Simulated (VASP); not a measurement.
# SnO (P4/nmm) in VASP: relaxation of shape and atoms at fixed volume with r2SCAN+D3(BJ)

Aim: the relaxation of shape and atoms at fixed volume of SnO with r2SCAN+D3(BJ).

Program: VASP 6.6.1. These are calculated values, not measurements. Logs are shortened: lines on timing, memory, paths and dates and some standing lists are left out, and cuts for length are marked.

## (1) The cell of the first run

Symmetry: P4/nmm, No. 129, tetragonal system. Conventional cell: a = 3.797 Å, b = 3.797 Å, c = 4.826 Å, α = 90.00°, β = 90.00°, γ = 90.00°. Sn (site symmetry 4mm) has 4 O at 2.22 Å within 2.9 Å. Within 2.9 Å of O (site symmetry -4m2) lie 4 Sn at 2.22 Å and 4 O at 2.68 Å.

## (2) Relaxation of shape and atoms at fixed volume, r2SCAN+D3(BJ) (17.40 Å³/atom)

Contents of POSCAR:

```
SnO
1.0
    3.7971327850      0.0000000000      0.0000000000
    0.0000000000      3.7971327850      0.0000000000
    0.0000000000      0.0000000000      4.8263147700
Sn O
2 2
Direct
    0.5000000000      0.0000000000      0.2370647869
    0.0000000000      0.5000000000      0.7629352131
    0.0000000000      0.0000000000      0.0000000000
    0.5000000000      0.5000000000      0.0000000000
```

Contents of INCAR.step1:

```
SYSTEM = SnO
  PREC = Accurate
  ENCUT = 600
  ISMEAR = 0
  SIGMA = 0.05
  LREAL = .FALSE.
  LASPH = .TRUE.
  NELM = 80
  GGA = PE
  ALGO = Normal
  EDIFF = 1E-4
  LWAVE = .TRUE.
  LCHARG = .FALSE.
  KPAR = 4
```

Contents of INCAR.step2:

```
SYSTEM = SnO
  PREC = Accurate
  ENCUT = 600
  EDIFF = 1E-6
  ISMEAR = 0
  SIGMA = 0.05
  LREAL = .FALSE.
  LASPH = .TRUE.
  NELM = 80
  ALGO = Normal
  ISIF = 4
  LWAVE = .FALSE.
  LCHARG = .FALSE.
  METAGGA = R2SCAN
  LMIXTAU = .TRUE.
  IVDW = 12
  VDW_S6 = 1.0
  VDW_S8 = 0.78981345
  VDW_A1 = 0.49484001
  VDW_A2 = 5.73083694
  IBRION = 2
  NSW = 60
  EDIFFG = -0.01
  ISTART = 1
  KPAR = 4
```

Contents of KPOINTS:

```
regular mesh
0
G
  10 10 8
  0 0 0
```

Potentials or basis: VASP PAW PBE potentials, release 64 (Sn_d, O).

Started as:

```bash
cat potpaw_PBE.64/Sn_d/POTCAR potpaw_PBE.64/O/POTCAR > POTCAR
cp INCAR.step1 INCAR
mpirun -np 4 vasp_std > vasp.out
cp INCAR.step2 INCAR
mpirun -np 4 vasp_std > vasp.out
```

OUTCAR:

```text
SYSTEM = SnO
   PREC = Accurate
   ENCUT = 600
   EDIFF = 1E-6
   ISMEAR = 0
   LREAL = .FALSE.
   LASPH = .TRUE.
   NELM = 80
   ISIF = 4
   METAGGA = R2SCAN
   IVDW = 12
   IBRION = 2
   NSW = 60
   EDIFFG = -0.01
   ISTART = 1
 IVDW          = 12

 ion  position               nearest neighbor table
   1  0.500  0.000  0.237-   3 2.22   4 2.22   4 2.22   3 2.22   2 3.53   2 3.53   2 3.53   2 3.53
                             2 3.69   2 3.69   2 3.69   2 3.69
   2  0.000  0.500  0.763-   3 2.22   4 2.22   3 2.22   4 2.22   1 3.53   1 3.53   1 3.53   1 3.53
                             1 3.69   1 3.69   1 3.69   1 3.69
   3  0.000  0.000  0.000-   1 2.22   2 2.22   2 2.22   1 2.22
   4  0.500  0.500  0.000-   1 2.22   2 2.22   1 2.22   2 2.22

  LATTYP: Found a simple tetragonal cell.
 ALAT       =     3.7971327850
 C/A-ratio  =     1.2710418738

  Lattice vectors:

 A1 = (   3.7971327850,   0.0000000000,   0.0000000000)
 A2 = (   0.0000000000,   3.7971327850,   0.0000000000)
 A3 = (   0.0000000000,   0.0000000000,   4.8263147700)

Analysis of symmetry for initial positions (statically):
=====================================================================
 Subroutine PRICEL returns:
 Original cell was already a primitive cell.

 Routine SETGRP: Setting up the symmetry group for a
 simple tetragonal supercell.

 Subroutine GETGRP returns: Found 16 space group operations
 (whereof  8 operations were pure point group operations)
 out of a pool of 16 trial point group operations.

The static configuration has the point symmetry D_2d.
 The point group associated with its full space group is D_4h.

Analysis of symmetry for dynamics (positions and initial velocities):
=====================================================================
 Subroutine PRICEL returns:
 Original cell was already a primitive cell.

 Routine SETGRP: Setting up the symmetry group for a
 simple tetragonal supercell.

 Subroutine GETGRP returns: Found 16 space group operations
 (whereof  8 operations were pure point group operations)
 out of a pool of 16 trial point group operations.

The dynamic configuration has the point symmetry D_2d.
 The point group associated with its full space group is D_4h.

 Subroutine INISYM returns: Found 16 space group operations
 (whereof  8 operations are pure point group operations),
 and found     1 'primitive' translations

----------------------------------------------------------------------------------------

                                     Primitive cell

  volume of cell :      69.5869

  direct lattice vectors                    reciprocal lattice vectors
     3.797132785  0.000000000  0.000000000     0.263356605  0.000000000  0.000000000
     0.000000000  3.797132785  0.000000000     0.000000000  0.263356605  0.000000000
     0.000000000  0.000000000  4.826314770     0.000000000  0.000000000  0.207197427

  length of vectors
     3.797132785  3.797132785  4.826314770     0.263356605  0.263356605  0.207197427

  position of ions in fractional coordinates (direct lattice)
     0.500000000  0.000000000  0.237064787
     0.000000000  0.500000000  0.762935213
     0.000000000  0.000000000  0.000000000
     0.500000000  0.500000000  0.000000000

  ion indices of the primitive-cell ions
   primitive index   ion index
                 1           1
                 2           2
                 3           3
                 4           4

----------------------------------------------------------------------------------------

 KPOINTS: regular mesh

Automatic generation of k-mesh.
 Grid dimensions read from file:
 generate k-points for:   10   10    8

 Generating k-lattice:

  Cartesian coordinates                     Fractional coordinates (reciprocal lattice)
     0.026335661  0.000000000  0.000000000     0.100000000  0.000000000  0.000000000
     0.000000000  0.026335661  0.000000000     0.000000000  0.100000000  0.000000000
     0.000000000  0.000000000  0.025899678     0.000000000  0.000000000  0.125000000

  Length of vectors
     0.026335661  0.026335661  0.025899678

  Shift w.r.t. Gamma in fractional coordinates (k-lattice)
     0.000000000  0.000000000  0.000000000

 Subroutine IBZKPT returns following result:
 ===========================================

 Found    105 irreducible k-points:

 Following reciprocal coordinates:
            Coordinates               Weight
  0.000000  0.000000  0.000000      1.000000
  0.100000  0.000000  0.000000      4.000000
  0.200000  0.000000  0.000000      4.000000
  0.300000  0.000000  0.000000      4.000000
  0.400000  0.000000  0.000000      4.000000
  0.500000  0.000000  0.000000      2.000000
[... 16 lines left out ...]
  0.100000  0.000000  0.125000      8.000000
  0.200000  0.000000  0.125000      8.000000
 [... further k-points ...]
   k-points           NKPTS =    105   k-points in BZ     NKDIM =    105   number of bands    NBANDS=     24
   number of dos      NEDOS =    301   number of ions     NIONS =      4
   total plane-waves  NPLWV =  36000
   dimension x,y,z NGX =    30 NGY =   30 NGZ =   40
   dimension x,y,z NGXF=    60 NGYF=   60 NGZF=   80
   ions per type =               2   2
   NGX,Y,Z   is equivalent  to a cutoff of  13.13, 13.13, 13.78 a.u.
   NGXF,Y,Z  is equivalent  to a cutoff of  26.27, 26.27, 27.56 a.u.
 SYSTEM =  SnO
   PREC   = accura    normal or accurate (medium, high low for compatibility)
   ISTART =      1    job   : 0-new  1-cont  2-samecut
   ICHARG =      0    charge: 1-file 2-atom 10-const
   ISPIN  =      1    spin polarized calculation?
   LNONCOLLINEAR =      F non collinear calculations
   LSORBIT =      F    spin-orbit coupling
   LASPH  =      T    aspherical Exc in radial PAW
   ENCUT  =  600.0 eV  44.10 Ry    6.64 a.u.   7.58  7.58  9.64*2*pi/ulx,y,z
   NELM   =     80;   NELMIN=  2; NELMDL=  0     # of ELM steps
   EDIFF  = 0.1E-05   stopping-criterion for ELM
   LREAL  =      F    real-space projection
   EDIFFG = -.1E-01   stopping-criterion for IOM
   NSW    =     60    number of steps for IOM
   IBRION =      2    ionic relax: 0-MD 1-quasi-New 2-CG
   NFREE  =      1    steps in history (QN), initial steepest desc. (CG)
   ISIF   =      4    stress and relaxation
   ISYM   =      2    0-nonsym 1-usesym 2-fastsym
   POTIM  = 0.5000    time-step for ionic-motion
   TEBEG  =    0.0;   TEEND  =   0.0 temperature during run
   PSTRESS=    0.0 pullay stress
   NELECT =      40.0000    total number of electrons
   NUPDOWN=      -1.0000    fix difference up-down
   EMIN   =  10.00;   EMAX   =-10.00  energy-range for DOS
   EFERMI =   0.00;   METHOD = LEGACY
   ISMEAR =     0;   SIGMA  =   0.05  broadening in eV -4-tet -1-fermi 0-gaus
   EFERMI_NEDOS =   21; number of points for ismear=-14 and -15
   IALGO  =     38    algorithm
   IMIX   =      4    mixing-type and parameters
     AMIX     =   0.40;   BMIX     =  1.00
     AMIX_MAG =   1.60;   BMIX_MAG =  1.00
  volume/ion in A,a.u.               =      17.40       117.40
  Fermi-wavevector in a.u.,A,eV,Ry     =   1.361191  2.572278 25.209434  1.852841
  Thomas-Fermi vector in A             =   2.487788
   LORBIT       =      0    0 simple, 1 ext, 2 COOP (PROOUT), +10 PAW based schemes
   METAGGA = R2SCAN    functional components
   LHFCALC =     F    Hartree Fock is set to
   AEXX    =    0.0000 exact exchange contribution
   IVDW    =    12    specifies the selected vdW correction
   LEPSILON=     F    determine dielectric tensor
   LRPA    =     F    only Hartree local field effects (RPA)
 conjugate gradient relaxation of ions
 non-spin polarized calculation
 Gauss-broadening in eV      SIGMA  =   0.05
  energy-cutoff  :      600.00
  volume of cell :       69.59
 maximum number of plane-waves:      2351
   NGX = 15   NGY = 15   NGZ = 19

--------------------------------------- Ionic step        1  -------------------------------------------

 number of electron      40.0000027 magnetization

 Free energy of the ion-electron system (eV)
  ---------------------------------------------------
  ext. energy  EPLUGINS =         0.00000000
  ---------------------------------------------------
  free energy    TOTEN  =       -66.90528794 eV

  energy without entropy =      -66.90528159  energy(sigma->0) =      -66.90528477

------------------------ aborting loop because EDIFF is reached ----------------------------------------

 Edisp (eV)   -0.44531

 E8    (eV) :    -0.1516

  FORCE on cell =-STRESS in cart. coord.  units (eV):
  Direction    XX          YY          ZZ          XY          YZ          ZX
  --------------------------------------------------------------------------------------
  -------------------------------------------------------------------------------------
  Total       0.21145     0.21145     0.17002     0.00000     0.00000     0.00000
  in kB       4.86838     4.86838     3.91455     0.00000     0.00000     0.00000
  external pressure =        4.55 kB  Pullay stress =        0.00 kB
[... 149 lines left out ...]
  energy  without entropy=      -67.3526304302  energy(sigma->0) =      -67.35264941

--------------------------------------- Ionic step        5  -------------------------------------------

 number of electron      40.0000029 magnetization

 Free energy of the ion-electron system (eV)
  ---------------------------------------------------
  ext. energy  EPLUGINS =         0.00000000
  ---------------------------------------------------
  free energy    TOTEN  =       -66.90741895 eV

  energy without entropy =      -66.90739047  energy(sigma->0) =      -66.90740471

 E-fermi :   7.3207     XC(G=0): -10.9797

 val. band max:        7.2573734689   @ k =   0.0000   0.0000   0.0000
 cond. band min:       7.3851055462   @ k =   0.5000   0.5000   0.0000
 fundamental gap:      0.1277320773
 Fermi energy:         7.3207387448

 k-point     1 :       0.0000    0.0000    0.0000
  band No.  band energies     occupation
      1     -15.7318      2.00000
      2     -15.1708      2.00000
      3     -15.1620      2.00000
      4     -15.1620      2.00000
      5     -15.1133      2.00000
      6     -15.0921      2.00000
[... 637 lines left out ...]
     23      11.9046      0.00000
     24      12.8420      0.00000

 [... further k-points ...]

------------------------ aborting loop because EDIFF is reached ----------------------------------------

 Edisp (eV)   -0.44536

 E8    (eV) :    -0.1516

  FORCE on cell =-STRESS in cart. coord.  units (eV):
  Direction    XX          YY          ZZ          XY          YZ          ZX
  --------------------------------------------------------------------------------------
  -------------------------------------------------------------------------------------
  Total      -0.16104    -0.16104    -0.15289     0.00000     0.00000     0.00000
  in kB      -3.70778    -3.70778    -3.52019     0.00000     0.00000     0.00000
  external pressure =       -3.65 kB  Pullay stress =        0.00 kB
[... 19 lines left out ...]
  FREE ENERGIE OF THE ION-ELECTRON SYSTEM (eV)
  ---------------------------------------------------
  free  energy   TOTEN  =       -67.3527756081 eV

  energy  without entropy=      -67.3527471325  energy(sigma->0) =      -67.35276137

 reached required accuracy - stopping structural energy minimisation
```

It took 15 min on 4 MPI ranks of Oxide Virtual Turin-like, shared host; peak memory 0.31 GiB.

What came out:

* Free energy: -67.3528 eV
* Energy gained by relaxing: 0.5 meV/atom
* Ionic steps: 5
* Pressure after relaxing: -0.4 GPa
* Band gap on the k mesh: 0.13 eV (least direct gap 2.26 eV)
* Dispersion energy per atom: -0.111 eV

Forces on the atoms (eV/Å):
```
Sn   0.000  0.000  0.003
Sn   0.000  0.000 -0.003
O    0.000  0.000  0.000
O    0.000  0.000  0.000
```

The path:
```tsv
step	energy change (eV)	largest force (eV/Å)	pressure (GPa)	volume (Å³)
1	0.0000	0.1952	0.46	69.59
2	-0.0019	0.0007	-0.18	69.59
3	-0.0019	0.0026	-0.20	69.59
4	-0.0021	0.0027	-0.26	69.59
5	-0.0022	0.0029	-0.36	69.59
```

Final structure:
```cif
data_structure
_symmetry_space_group_name_H-M 'P 1'
_symmetry_Int_Tables_number 1
_cell_length_a 3.8049
_cell_length_b 3.8049
_cell_length_c 4.8067
_cell_angle_alpha 90.000
_cell_angle_beta 90.000
_cell_angle_gamma 90.000
_cell_volume 69.59
loop_
_atom_site_label
_atom_site_type_symbol
_atom_site_fract_x
_atom_site_fract_y
_atom_site_fract_z
_atom_site_occupancy
Sn1 Sn 0.50000 0.00000 0.23930 1
Sn2 Sn 0.00000 0.50000 0.76070 1
O1 O 0.00000 0.00000 0.00000 1
O2 O 0.50000 0.50000 0.00000 1
```

Caveat: semilocal functionals underestimate gaps, and a narrow one can read as zero; the PAW data sets were made with another functional, which shifts forces and pressure a little; spin-orbit coupling is left out, which moves the levels of the heavy elements.
